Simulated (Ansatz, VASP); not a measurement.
**One calculation of Ag, two programs**

```
Ag
1.0
     0.00000    2.06941    2.06941
     2.06941    0.00000    2.06941
     2.06941    2.06941    0.00000
Ag
1
Direct
  0.00000 0.00000 0.00000
```

Alike in both runs: task single point; functional r2SCAN; k mesh 14 × 14 × 14; no spin polarisation.

```csv
,VASP,Ansatz
version,VASP 6.6.1,Ansatz 0.2.0
potentials or method,"VASP PAW PBE potentials, release 64 (Ag), cutoff 520 eV",PAW plane waves
occupations,"fermi-dirac, width 0.1 eV",fermi-dirac
valence electrons in the cell,11,19
```

```tsv
	VASP	Ansatz	Ansatz less VASP
pressure (GPa)	-2.2	-2.3	-0.10
```

VASP's potentials were made for PBE, not for r2SCAN. VASP's potentials hold 11 valence electrons a cell and Ansatz's 19, so a difference there can come from the potentials and not from the codes.
